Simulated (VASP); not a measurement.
Si26SbC27 (a cell with a defect): relaxation of the atoms with PBE

System: Si26SbC27 (a cell with a defect).

```
Sb Si C
1.0
     0.00000    6.53700    6.53700
     6.53700    0.00000    6.53700
     6.53700    6.53700    0.00000
Sb Si C
1 26 27
Direct
  0.00000 0.00000 0.00000
  0.00000 0.00000 0.33333
  0.00000 0.00000 0.66667
  0.00000 0.33333 0.00000
  0.00000 0.33333 0.33333
  0.00000 0.33333 0.66667
  0.00000 0.66667 0.00000
  0.00000 0.66667 0.33333
  0.00000 0.66667 0.66667
  0.33333 0.00000 0.00000
  0.33333 0.00000 0.33333
  0.33333 0.00000 0.66667
  0.33333 0.33333 0.00000
  0.33333 0.33333 0.33333
  0.33333 0.33333 0.66667
  0.33333 0.66667 0.00000
  0.33333 0.66667 0.33333
  0.33333 0.66667 0.66667
  0.66667 0.00000 0.00000
  0.66667 0.00000 0.33333
  0.66667 0.00000 0.66667
  0.66667 0.33333 0.00000
  0.66667 0.33333 0.33333
  0.66667 0.33333 0.66667
  0.66667 0.66667 0.00000
  0.66667 0.66667 0.33333
  0.66667 0.66667 0.66667
  0.08333 0.08333 0.08333
  0.08333 0.08333 0.41667
  0.08333 0.08333 0.75000
  0.08333 0.41667 0.08333
  0.08333 0.41667 0.41667
  0.08333 0.41667 0.75000
  0.08333 0.75000 0.08333
  0.08333 0.75000 0.41667
  0.08333 0.75000 0.75000
  0.41667 0.08333 0.08333
  0.41667 0.08333 0.41667
  0.41667 0.08333 0.75000
  0.41667 0.41667 0.08333
  0.41667 0.41667 0.41667
  0.41667 0.41667 0.75000
  0.41667 0.75000 0.08333
  0.41667 0.75000 0.41667
  0.41667 0.75000 0.75000
  0.75000 0.08333 0.08333
  0.75000 0.08333 0.41667
  0.75000 0.08333 0.75000
  0.75000 0.41667 0.08333
  0.75000 0.41667 0.41667
  0.75000 0.41667 0.75000
  0.75000 0.75000 0.08333
  0.75000 0.75000 0.41667
  0.75000 0.75000 0.75000
```

* Program: VASP 6.6.1
* Task: relaxation of the atoms
* Functional: PBE
* Potentials or basis: VASP PAW PBE potentials, release 64 (Sb, Si, C)
* Cutoff: 520 eV
* k mesh: 3 × 3 × 3
* Occupations: fermi-dirac, width 0.01 eV
* Spin: no spin polarisation
* Dipole correction: no
* Charge: -1
* Further INCAR settings: LREAL = Auto; ALGO = Normal; EDIFF = 1e-06; IBRION = 2; EDIFFG = -0.03; NSW = 60; NELECT = 218.0

| Quantity | Value |
| --- | --- |
| Energy gained by relaxing | 37.1 meV/atom |
| Ionic steps | 9 |
| Largest force after relaxing | 0.009 eV/Å |

Forces in eV/Å, atoms in the order of the input:
```
Sb   0.000  0.000  0.000
Si  -0.003 -0.003 -0.004
Si   0.003  0.003 -0.004
Si  -0.003 -0.004 -0.003
Si  -0.005  0.005  0.005
Si   0.004  0.003 -0.003
Si   0.003 -0.004  0.003
Si   0.004 -0.003  0.003
Si   0.003 -0.003 -0.003
Si  -0.004 -0.003 -0.003
Si   0.005 -0.005  0.005
Si   0.003  0.004 -0.003
Si   0.005  0.005 -0.005
Si  -0.005 -0.005 -0.005
Si   0.000  0.000 -0.009
Si   0.003 -0.003  0.004
Si   0.000 -0.009  0.000
Si   0.009  0.000  0.000
Si  -0.004  0.003  0.003
Si  -0.003  0.004  0.003
Si  -0.003  0.003 -0.003
Si  -0.003  0.003  0.004
Si  -0.009  0.000  0.000
Si   0.000  0.009  0.000
Si  -0.003 -0.003  0.003
Si   0.000  0.000  0.009
Si   0.003  0.003  0.003
C    0.002  0.002  0.002
C    0.000  0.000  0.004
C   -0.002 -0.002  0.002
C    0.000  0.004  0.000
C   -0.004  0.000  0.000
C   -0.006  0.006  0.001
C   -0.002  0.002 -0.002
C   -0.006  0.001  0.006
C   -0.001  0.006  0.006
C    0.004  0.000  0.000
C    0.000 -0.004  0.000
C    0.006 -0.006  0.001
C    0.000  0.000 -0.004
C    0.005  0.005  0.005
C   -0.005 -0.005  0.005
C    0.006  0.001 -0.006
C   -0.005  0.005 -0.005
C   -0.001 -0.006 -0.006
C    0.002 -0.002 -0.002
C    0.001 -0.006  0.006
C    0.006 -0.001  0.006
C    0.001  0.006 -0.006
C    0.005 -0.005 -0.005
C   -0.006 -0.001 -0.006
C    0.006  0.006 -0.001
C   -0.006 -0.006 -0.001
C    0.000  0.000  0.000
```

Step by step:
```
step  energy change (eV)  largest force (eV/Å)  pressure (GPa)
   1              0.0000                5.8175           11.44
   2             -1.4848                2.0591           10.25
   3             -1.9090                0.6846           10.14
   4             -1.9092                0.6816           10.14
   5             -1.9767                0.3334           10.09
   6             -1.9994                0.1552           10.09
   7             -2.0056                0.0431           10.08
   8             -2.0056                0.0377           10.07
   9             -2.0058                0.0092           10.08
```

Final structure:
```
Sb Si C
1.0
     0.00000    6.53700    6.53700
     6.53700    0.00000    6.53700
     6.53700    6.53700    0.00000
Sb Si C
1 26 27
Direct
  0.00000 0.00000 0.00000
  0.99926 0.99926 0.33877
  0.99926 0.99926 0.66271
  0.99926 0.33877 0.99926
  0.00054 0.33315 0.33315
  0.99926 0.33877 0.66271
  0.99926 0.66271 0.99926
  0.99926 0.66271 0.33877
  0.00030 0.66657 0.66657
  0.33877 0.99926 0.99926
  0.33315 0.00054 0.33315
  0.33877 0.99926 0.66271
  0.33315 0.33315 0.00054
  0.33315 0.33315 0.33315
  0.33382 0.33382 0.66618
  0.33877 0.66271 0.99926
  0.33382 0.66618 0.33382
  0.33382 0.66618 0.66618
  0.66271 0.99926 0.99926
  0.66271 0.99926 0.33877
  0.66657 0.00030 0.66657
  0.66271 0.33877 0.99926
  0.66618 0.33382 0.33382
  0.66618 0.33382 0.66618
  0.66657 0.66657 0.00030
  0.66618 0.66618 0.33382
  0.66657 0.66657 0.66657
  0.09113 0.09113 0.09113
  0.08364 0.08364 0.41636
  0.09113 0.09113 0.72662
  0.08364 0.41636 0.08364
  0.08364 0.41636 0.41636
  0.08364 0.41634 0.75001
  0.09113 0.72662 0.09113
  0.08364 0.75001 0.41634
  0.08364 0.75001 0.75001
  0.41636 0.08364 0.08364
  0.41636 0.08364 0.41636
  0.41634 0.08364 0.75001
  0.41636 0.41636 0.08364
  0.41651 0.41651 0.41651
  0.41651 0.41651 0.75046
  0.41634 0.75001 0.08364
  0.41651 0.75046 0.41651
  0.41634 0.75001 0.75001
  0.72662 0.09113 0.09113
  0.75001 0.08364 0.41634
  0.75001 0.08364 0.75001
  0.75001 0.41634 0.08364
  0.75046 0.41651 0.41651
  0.75001 0.41634 0.75001
  0.75001 0.75001 0.08364
  0.75001 0.75001 0.41634
  0.75000 0.75000 0.75000
```

Levels at points of the mesh, in eV from the Fermi level:
```csv
k point,band 107,band 108,band 109,band 110,band 111,band 112
"(0.00, 0.00, 0.00)",-2.48,-2.48,0.02,0.12,0.12,0.12
```

It took 5.2 min on 1 × NVIDIA H100 80GB with 1 thread of AMD EPYC 7R13 Processor (Zen 3), with other jobs on the host, peak memory 1.7 GiB.

Caveat: the cell carries a net charge on a neutralising background, which shifts energy and pressure; the cell is charged against a uniform background, so pressure and absolute levels hang on convention; spin-orbit coupling is left out, which moves the levels of the heavy elements.
